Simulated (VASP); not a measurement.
Crystal: Ge.

```
Ge
1.0
    -1.68799    1.68799    1.68799
     1.68799   -1.68799    1.68799
     1.68799    1.68799   -1.68799
Ge
1
Direct
  0.00000 0.00000 0.00000
```

This isn't the form of Ge at room conditions, which is diamond.

| Property | Result |
| --- | --- |
| Program | VASP 6.6.1 |
| Task | relaxation of cell and atoms |
| Functional | revPBE |
| Potentials or basis | VASP PAW PBE potentials, release 64 (Ge_d) |
| Cutoff | 600 eV |
| k mesh | 13 × 13 × 13 |
| Occupations | fermi-dirac, width 0.1 eV |
| Spin | no spin polarisation |

At the start: pressure 1.4 GPa; volume 19.24 Å³/atom.

Q: Where does the relaxation end?

A: Over 4 steps the energy falls by 2.2 meV/atom and the volume is 19.74 Å³/atom (+2.6 %); space group Im-3m (No. 229, to 0.1 Å) before and after.

The path:
| step | energy change (eV) | largest force (eV/Å) | pressure (GPa) | volume (Å³) |
| --- | --- | --- | --- | --- |
| 1 | 0.0000 | 0.0000 | 1.41 | 19.24 |
| 2 | -0.0022 | 0.0000 | 0.11 | 19.71 |
| 3 | -0.0021 | 0.0000 | -0.16 | 19.76 |
| 4 | -0.0022 | 0.0000 | -0.08 | 19.74 |

Final structure:
```cif
data_structure
_symmetry_space_group_name_H-M 'P 1'
_symmetry_Int_Tables_number 1
_cell_length_a 2.9486
_cell_length_b 2.9486
_cell_length_c 2.9486
_cell_angle_alpha 109.471
_cell_angle_beta 109.471
_cell_angle_gamma 109.471
_cell_volume 19.74
loop_
_atom_site_label
_atom_site_type_symbol
_atom_site_fract_x
_atom_site_fract_y
_atom_site_fract_z
_atom_site_occupancy
Ge1 Ge 0.00000 0.00000 0.00000 1
```

Caveat: the PAW data sets were made with another functional, which shifts forces and pressure a little.
